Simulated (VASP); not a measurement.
# NaCl (I-4m2) in VASP: a series of runs

Aim: see how the results for NaCl move with the level of theory and the settings. Levels: PBE, r2SCAN. Tasks: single point.

Everything below comes from runs of VASP 6.6.1. Logs are shortened: lines on timing, memory, paths and dates and some standing lists are left out, and cuts for length are marked.

## (1) The cell of the first run

The structure is tetragonal, space group I-4m2 (No. 119). The conventional cell has a = 4.257 Å, b = 4.257 Å, c = 6.437 Å, α = 90.00°, β = 90.00°, γ = 90.00°. Within 3.5 Å of Na (site symmetry -4m2) lie 4 Cl at 2.67 Å. Cl (site symmetry -4m2) has 4 Na at 2.67 Å within 3.5 Å.

## (2) Single point, PBE (epitaxial xy strain -2.5%)

INCAR

```
SYSTEM = NaCl
ALGO = Normal
EDIFF = 1E-6
ENCUT = 500
GGA = PE
GGA_COMPAT = .False.
ISIF = 2
ISMEAR = 0
LASPH = .True.
LCHARG = .False.
LREAL = .False.
LWAVE = .False.
NBANDS = 14
NELM = 120
PREC = Accurate
SIGMA = 0.01
```

KPOINTS

```
k-points
0
Gamma
  4 4 4
  0 0 0
```

POSCAR

```
NaCl
1.0
    0.0000000000      3.0100910318      3.2183092883
    3.0100910318      0.0000000000      3.2183092883
    3.0100910318      3.0100910318      0.0000000000
Na Cl
1 1
Direct
    0.0000000000      0.0000000000      0.0000000000
    0.2500000000      0.2500000000      0.2500000000
```

Potentials or basis: VASP PAW PBE potentials, release 64 (Na_pv, Cl).

Command:

```bash
$ cat potpaw_PBE.64/Na_pv/POTCAR potpaw_PBE.64/Cl/POTCAR > POTCAR
$ mpirun -np 1 vasp_std > vasp.out
```

OUTCAR:

```text
SYSTEM = NaCl
   EDIFF = 1E-6
   ENCUT = 500
   GGA = PE
   ISIF = 2
   ISMEAR = 0
   LASPH = .True.
   LREAL = .False.
   NELM = 120
   PREC = Accurate

 ion  position               nearest neighbor table
   1  0.000  0.000  0.000-   2 2.67   2 2.67   2 2.67   2 2.67
   2  0.250  0.250  0.250-   1 2.67   1 2.67   1 2.67   1 2.67

  LATTYP: Found a body centered tetragonal cell.
 ALAT       =     4.2569115611
 C/A-ratio  =     1.5120395348

  Lattice vectors:

 A1 = (  -3.0100910318,   0.0000000000,   3.2183092883)
 A2 = (   3.0100910318,   0.0000000000,   3.2183092883)
 A3 = (   0.0000000000,   3.0100910318,  -3.2183092883)

Analysis of symmetry for initial positions (statically):
=====================================================================
 Subroutine PRICEL returns:
 Original cell was already a primitive cell.

 Routine SETGRP: Setting up the symmetry group for a
 body centered tetragonal supercell.

 Subroutine GETGRP returns: Found  8 space group operations
 (whereof  8 operations were pure point group operations)
 out of a pool of 16 trial point group operations.

The static configuration has the point symmetry D_2d.

Analysis of symmetry for dynamics (positions and initial velocities):
=====================================================================
 Subroutine PRICEL returns:
 Original cell was already a primitive cell.

 Routine SETGRP: Setting up the symmetry group for a
 body centered tetragonal supercell.

 Subroutine GETGRP returns: Found  8 space group operations
 (whereof  8 operations were pure point group operations)
 out of a pool of 16 trial point group operations.

The dynamic configuration has the point symmetry D_2d.

 Subroutine INISYM returns: Found  8 space group operations
 (whereof  8 operations are pure point group operations),
 and found     1 'primitive' translations

----------------------------------------------------------------------------------------

                                     Primitive cell

  volume of cell :      58.3199

  direct lattice vectors                    reciprocal lattice vectors
     0.000000000  3.010091032  3.218309288    -0.166107933  0.166107933  0.155361078
     3.010091032  0.000000000  3.218309288     0.166107933 -0.166107933  0.155361078
     3.010091032  3.010091032  0.000000000     0.166107933  0.166107933 -0.155361078

  length of vectors
     4.406604440  4.406604440  4.256911561     0.281639407  0.281639407  0.281639407

  position of ions in fractional coordinates (direct lattice)
     0.000000000  0.000000000  0.000000000
     0.250000000  0.250000000  0.250000000

  ion indices of the primitive-cell ions
   primitive index   ion index
                 1           1
                 2           2

----------------------------------------------------------------------------------------

 KPOINTS: k-points

Automatic generation of k-mesh.
 Grid dimensions read from file:
 generate k-points for:    4    4    4

 Generating k-lattice:

  Cartesian coordinates                     Fractional coordinates (reciprocal lattice)
    -0.041526983  0.041526983  0.038840269     0.250000000  0.000000000  0.000000000
     0.041526983 -0.041526983  0.038840269     0.000000000  0.250000000  0.000000000
     0.041526983  0.041526983 -0.038840269     0.000000000  0.000000000  0.250000000

  Length of vectors
     0.070409852  0.070409852  0.070409852

  Shift w.r.t. Gamma in fractional coordinates (k-lattice)
     0.000000000  0.000000000  0.000000000

 Subroutine IBZKPT returns following result:
 ===========================================

 Found     13 irreducible k-points:

 Following reciprocal coordinates:
            Coordinates               Weight
  0.000000  0.000000  0.000000      1.000000
  0.250000  0.000000  0.000000      8.000000
  0.500000  0.000000  0.000000      4.000000
  0.250000  0.250000  0.000000      2.000000
  0.500000  0.250000  0.000000      8.000000
 -0.250000  0.250000  0.000000      4.000000
  0.500000  0.500000  0.000000      1.000000
  0.250000  0.000000  0.250000      4.000000
  0.500000  0.000000  0.250000     16.000000
 -0.250000 -0.000000  0.250000      8.000000
 -0.250000  0.500000  0.250000      4.000000
  0.500000  0.000000  0.500000      2.000000
 -0.250000  0.250000  0.500000      2.000000
   k-points           NKPTS =     13   k-points in BZ     NKDIM =     13   number of bands    NBANDS=     14
   number of dos      NEDOS =    301   number of ions     NIONS =      2
   total plane-waves  NPLWV =  32768
   dimension x,y,z NGX =    32 NGY =   32 NGZ =   32
   dimension x,y,z NGXF=    64 NGYF=   64 NGZF=   64
   ions per type =               1   1
   NGX,Y,Z   is equivalent  to a cutoff of  12.07, 12.07, 12.50 a.u.
   NGXF,Y,Z  is equivalent  to a cutoff of  24.14, 24.14, 24.99 a.u.
 SYSTEM =  NaCl
   PREC   = accura    normal or accurate (medium, high low for compatibility)
   ISTART =      0    job   : 0-new  1-cont  2-samecut
   ICHARG =      2    charge: 1-file 2-atom 10-const
   ISPIN  =      1    spin polarized calculation?
   LNONCOLLINEAR =      F non collinear calculations
   LSORBIT =      F    spin-orbit coupling
   LASPH  =      T    aspherical Exc in radial PAW
   ENCUT  =  500.0 eV  36.75 Ry    6.06 a.u.   8.03  8.03  7.76*2*pi/ulx,y,z
   NELM   =    120;   NELMIN=  2; NELMDL= -5     # of ELM steps
   EDIFF  = 0.1E-05   stopping-criterion for ELM
   LREAL  =      F    real-space projection
[... 7 lines left out ...]
   TEBEG  =    0.0;   TEEND  =   0.0 temperature during run
   PSTRESS=    0.0 pullay stress
   NELECT =      14.0000    total number of electrons
   NUPDOWN=      -1.0000    fix difference up-down
   EMIN   =  10.00;   EMAX   =-10.00  energy-range for DOS
   EFERMI =   0.00;   METHOD = LEGACY
   ISMEAR =     0;   SIGMA  =   0.01  broadening in eV -4-tet -1-fermi 0-gaus
   EFERMI_NEDOS =   21; number of points for ismear=-14 and -15
   IALGO  =     38    algorithm
   IMIX   =      4    mixing-type and parameters
     AMIX     =   0.40;   BMIX     =  1.00
     AMIX_MAG =   1.60;   BMIX_MAG =  1.00
  volume/ion in A,a.u.               =      29.16       196.78
  Fermi-wavevector in a.u.,A,eV,Ry     =   1.017447  1.922696 14.084732  1.035199
  Thomas-Fermi vector in A             =   2.150848
   LORBIT       =      0    0 simple, 1 ext, 2 COOP (PROOUT), +10 PAW based schemes
   GGA     = PE    functional components
   LHFCALC =     F    Hartree Fock is set to
   AEXX    =    0.0000 exact exchange contribution
   IVDW    =     0    specifies the selected vdW correction
   LEPSILON=     F    determine dielectric tensor
   LRPA    =     F    only Hartree local field effects (RPA)
 non-spin polarized calculation
 Gauss-broadening in eV      SIGMA  =   0.01
  energy-cutoff  :      500.00
  volume of cell :       58.32
 maximum number of plane-waves:      1500
   NGX = 17   NGY = 17   NGZ = 15

 number of electron      13.9999989 magnetization

 Free energy of the ion-electron system (eV)
  ---------------------------------------------------
  ext. energy  EPLUGINS =         0.00000000
  ---------------------------------------------------
  free energy    TOTEN  =        -6.63343934 eV

  energy without entropy =       -6.63343934  energy(sigma->0) =       -6.63343934

 E-fermi :  -2.2802     XC(G=0):  -6.8924

 val. band max:       -2.3328385645   @ k =   0.0000   0.0000   0.0000
 cond. band min:       2.5929655774   @ k =   0.0000   0.0000   0.0000
 fundamental gap:      4.9258041419
 Fermi energy:        -2.2802295652

 k-point     1 :       0.0000    0.0000    0.0000
  band No.  band energies     occupation
      1     -22.9526      2.00000
      2     -22.9525      2.00000
      3     -22.9446      2.00000
      4     -14.4896      2.00000
      5      -2.4088      2.00000
      6      -2.3328      2.00000
      7      -2.3328      2.00000
      8       2.5930      0.00000
      9       8.8013      0.00000
     10       8.9601      0.00000
     11       8.9601      0.00000
     12      10.1582      0.00000
     13      11.1213      0.00000
     14      12.4625      0.00000

 k-point     2 :       0.2500    0.0000    0.0000
  band No.  band energies     occupation
      1     -22.9589      2.00000
      2     -22.9532      2.00000
      3     -22.9467      2.00000
      4     -14.4153      2.00000
      5      -2.9627      2.00000
      6      -2.4535      2.00000
      7      -2.3601      2.00000
      8       3.8137      0.00000
      9       7.7057      0.00000
     10       8.6352      0.00000
     11       9.0813      0.00000
     12      10.3268      0.00000
     13      10.5540      0.00000
     14      11.8102      0.00000

 k-point     3 :       0.5000    0.0000    0.0000
  band No.  band energies     occupation
      1     -22.9659      2.00000
      2     -22.9538      2.00000
      3     -22.9482      2.00000
      4     -14.3393      2.00000
      5      -3.4343      2.00000
      6      -2.5206      2.00000
      7      -2.3865      2.00000
      8       5.2229      0.00000
      9       6.6023      0.00000
     10       8.0869      0.00000
     11       8.5974      0.00000
     12      11.9989      0.00000
     13      12.3448      0.00000
     14      12.6575      0.00000

 k-point     4 :       0.2500    0.2500    0.0000
  band No.  band energies     occupation
      1     -22.9542      2.00000
      2     -22.9542      2.00000
      3     -22.9528      2.00000
      4     -14.3992      2.00000
      5      -2.9887      2.00000
      6      -2.4586      2.00000
      7      -2.4586      2.00000
      8       4.0085      0.00000
      9       7.5507      0.00000
     10       7.7906      0.00000
     11       9.7232      0.00000
     12       9.7232      0.00000
     13      11.8324      0.00000
     14      14.2462      0.00000

 k-point     5 :       0.5000    0.2500    0.0000
  band No.  band energies     occupation
      1     -22.9624      2.00000
      2     -22.9548      2.00000
      3     -22.9530      2.00000
      4     -14.3236      2.00000
      5      -3.2554      2.00000
      6      -2.7615      2.00000
      7      -2.4847      2.00000
      8       5.3371      0.00000
      9       6.6815      0.00000
     10       7.6517      0.00000
     11       9.5305      0.00000
[... 89 lines left out ...]
 k-point    11 :      -0.2500    0.5000    0.2500
  band No.  band energies     occupation
      1     -22.9641      2.00000
      2     -22.9569      2.00000
      3     -22.9525      2.00000
      4     -14.2949      2.00000
      5      -3.0750      2.00000
      6      -2.9568      2.00000
      7      -2.7048      2.00000
      8       5.5710      0.00000
      9       7.1022      0.00000
     10       7.8353      0.00000
     11       8.4659      0.00000
     12      11.8407      0.00000
     13      12.2001      0.00000
     14      12.6152      0.00000

 k-point    12 :       0.5000    0.0000    0.5000
  band No.  band energies     occupation
      1     -22.9686      2.00000
      2     -22.9578      2.00000
      3     -22.9480      2.00000
      4     -14.2837      2.00000
      5      -3.3066      2.00000
      6      -2.7182      2.00000
      7      -2.6922      2.00000
      8       4.7019      0.00000
      9       6.6304      0.00000
     10       8.5301      0.00000
     11      10.3914      0.00000
     12      11.1180      0.00000
     13      12.2476      0.00000
     14      12.8736      0.00000

 k-point    13 :      -0.2500    0.2500    0.5000
  band No.  band energies     occupation
      1     -22.9670      2.00000
      2     -22.9593      2.00000
      3     -22.9480      2.00000
      4     -14.2835      2.00000
      5      -3.0556      2.00000
      6      -3.0004      2.00000
      7      -2.7219      2.00000
      8       5.4029      0.00000
      9       7.2753      0.00000
     10       7.8226      0.00000
     11       8.0385      0.00000
     12      11.7295      0.00000
     13      11.9776      0.00000
     14      13.5217      0.00000

------------------------ aborting loop because EDIFF is reached ----------------------------------------

  FORCE on cell =-STRESS in cart. coord.  units (eV):
  Direction    XX          YY          ZZ          XY          YZ          ZX
  --------------------------------------------------------------------------------------
  -------------------------------------------------------------------------------------
  Total        0.3168024      0.3168024      0.2541788      0.0000000      0.0000000      0.0000000
  in kB        8.7032609      8.7032609      6.9828531      0.0000000      0.0000000      0.0000000
  external PRESSURE =       8.1297916 kB  Pullay stress =       0.0000000 kB

 VOLUME and BASIS-vectors are now :
 -----------------------------------------------------------------------------
  energy-cutoff  :      500.00
  volume of cell :       58.32
      direct lattice vectors                 reciprocal lattice vectors
     0.000000000  3.010091032  3.218309288    -0.166107933  0.166107933  0.155361078
     3.010091032  0.000000000  3.218309288     0.166107933 -0.166107933  0.155361078
     3.010091032  3.010091032  0.000000000     0.166107933  0.166107933 -0.155361078

 POSITION                                       TOTAL-FORCE (eV/Angst)
 -----------------------------------------------------------------------------------
      0.00000      0.00000      0.00000         0.000000      0.000000      0.000000
      1.50505      1.50505      1.60915        -0.000000     -0.000000      0.000000
 -----------------------------------------------------------------------------------
    total drift:                               -0.000000     -0.000000      0.000000

  FREE ENERGIE OF THE ION-ELECTRON SYSTEM (eV)
  ---------------------------------------------------
  free  energy   TOTEN  =        -6.6334393448 eV

  energy  without entropy=       -6.6334393448  energy(sigma->0) =       -6.63343934
```

Run time: 9.9 s. Hardware: 1 thread of Intel Xeon Platinum 8375C at 2.90GHz (Ice Lake), shared host; peak memory 0.17 GiB.

What came out:

| Item | Value |
| --- | --- |
| Free energy | -6.6334 eV |
| Pressure | 0.8 GPa |
| Band gap on the k mesh | 4.93 eV |

Caveat: the k points lie up to 0.44 Å⁻¹ apart; the cell differs from its parent crystal (epitaxial xy strain -2.5%).

## (3) Single point, PBE (epitaxial xy strain -2.5%)

INCAR

```
SYSTEM = NaCl
PREC = Accurate ; ENCUT = 500
EDIFF = 1E-6 ; ISMEAR = -1
SIGMA = 0.02 ; LREAL = .FALSE.
LASPH = .TRUE. ; NELM = 120
ALGO = Normal ; ISIF = 2
LWAVE = .FALSE. ; LCHARG = .TRUE.
GGA = PE ; LELF = .TRUE.
LVHAR = .TRUE. ; NBANDS = 14
GGA_COMPAT = .FALSE.
```

KPOINTS

```
Automatic mesh
0
G
  8 8 8
  0 0 0
```

POSCAR is that of step 2.

Potentials or basis: VASP PAW PBE potentials, release 64 (Na_pv, Cl).

Command:

```bash
$ cat potpaw_PBE.64/Na_pv/POTCAR potpaw_PBE.64/Cl/POTCAR > POTCAR
$ mpirun -np 1 vasp_std > vasp.out
```

Wall time 56 s (1 thread of Intel Xeon 8259CL, shared host); peak memory 0.19 GiB.

It converged, with:

| Property | Result |
| --- | --- |
| Free energy | -6.6338 eV |
| Pressure | 0.8 GPa |
| Band gap on the k mesh | 4.93 eV |

Stress tensor (GPa, compression positive):
```
0.87 0.00 0.00
0.00 0.87 0.00
0.00 0.00 0.70
```

Levels at points of the mesh, in eV from the valence-band top:
```
           k point  band 4  band 5  band 6  band 7  band 8  band 9  band 10  band 11
(0.00, 0.00, 0.00)  -12.16   -0.08    0.00    0.00    4.93   11.13    11.29    11.29
(0.50, 0.00, 0.00)  -12.01   -1.10   -0.19   -0.05    7.56    8.94    10.42    10.93
(0.50, 0.50, 0.00)  -11.97   -1.07   -0.25   -0.25    7.01    9.25    10.22    13.46
(0.50, 0.00, 0.50)  -11.95   -0.97   -0.39   -0.36    7.04    8.96    10.86    12.72
```

Caveat: the cell differs from its parent crystal (epitaxial xy strain -2.5%). A k mesh can miss the band edges.

[end of part 1 of 2]
